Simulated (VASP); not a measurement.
# BP: single point with LDA

BP:

```
CELL_PARAMETERS angstrom
2.29029 2.29029 0.00000
-2.29029 2.29029 0.00000
0.00000 2.29029 2.22396
ATOMIC_POSITIONS crystal
B 0.00000 0.00000 0.00000
P 0.75000 0.25000 0.50000
```

This cell differs from its parent crystal: in-plane strain +0.02, then relaxed in part.

- Program: VASP 6.6.1
- Task: single point
- Functional: LDA
- Potentials or basis: VASP PAW LDA potentials, release 64 (B, P)
- Cutoff: 520 eV
- k mesh: 8 × 8 × 8
- Occupations: gaussian, width 0.01 eV
- Spin: no spin polarisation

* Pressure: -5.1 GPa
* Band gap on the k mesh: 0.78 eV, indirect (least direct gap 3.09 eV)

Stress tensor (GPa, compression positive):
```
-7.62  0.00  0.00
 0.00 -7.62  0.00
 0.00  0.00 -0.09
```

Levels at points of the mesh, in eV from the valence-band top:
```
           k point  band 2  band 3  band 4  band 5  band 6  band 7
(0.00, 0.00, 0.00)   -0.28   -0.28    0.00    3.09    3.26    3.26
(0.50, 0.00, 0.00)   -9.20   -2.12   -1.75    3.50    4.35    4.75
(0.50, 0.50, 0.00)   -8.77   -4.22   -4.16    1.23    1.50   11.51
(0.00, 0.00, 0.50)   -8.50   -4.50   -4.50    0.90    1.09   11.81
```

Wall time 7.2 s on 1 thread of Intel Xeon 6975P-C, with other jobs on the host, peak memory 0.13 GiB.

Caveat: the cell differs from its parent crystal (in-plane strain +0.02, then relaxed in part). A k mesh can miss the band edges.
